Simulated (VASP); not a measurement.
Crystal: ZnSbO.

```
Zn Sb O
1.0
     3.54339    0.00000    0.00000
     0.00000    3.54339    0.00000
     0.00000    0.00000    5.11101
Zn Sb O
1 1 1
Direct
  0.50000 0.50000 0.00000
  0.50000 0.50000 0.50000
  0.00000 0.00000 0.50000
```

The cell was generated, and may not be a known phase.

- Program: VASP 6.6.1
- Task: relaxation of cell and atoms
- Functional: PBE
- Potentials or basis: VASP PAW PBE potentials, release 64 (Zn, Sb, O)
- Cutoff: 600 eV
- k mesh: 6 × 6 × 4
- Occupations: gaussian, width 0.1 eV
- Spin: no spin polarisation

At the start: pressure -4.1 GPa; volume 21.39 Å³/atom.

Q: Where does the relaxation end?

A: Over 7 steps the energy falls by 128.3 meV/atom and the volume is 20.02 Å³/atom (-6.4 %); space group P4/mmm (No. 123, to 0.1 Å) before and after.

Step by step:
| step | energy change (eV) | largest force (eV/Å) | pressure (GPa) | volume (Å³) |
| --- | --- | --- | --- | --- |
| 1 | 0.0000 | 0.0000 | -4.06 | 64.17 |
| 2 | -0.3729 | 0.0000 | 0.43 | 59.01 |
| 3 | -0.3755 | 0.0000 | 1.20 | 58.56 |
| 4 | -0.3753 | 0.0000 | 1.37 | 58.44 |
| 5 | -0.3836 | 0.0000 | 0.09 | 59.72 |
| 6 | -0.3840 | 0.0000 | -0.28 | 60.13 |
| 7 | -0.3849 | 0.0000 | -0.06 | 60.07 |

Final structure:
```xyz
3
Lattice="3.3011 0.0000 0.0000 0.0000 3.3011 0.0000 0.0000 0.0000 5.5125" Properties=species:S:1:pos:R:3 pbc="T T T"
Zn    1.6506    1.6506    5.5125
Sb    1.6506    1.6506    2.7563
O     0.0000    3.3011    2.7563
```

Caveat: an odd number of electrons without spin polarisation forces a metal; a magnetic or distorted state may lie lower.
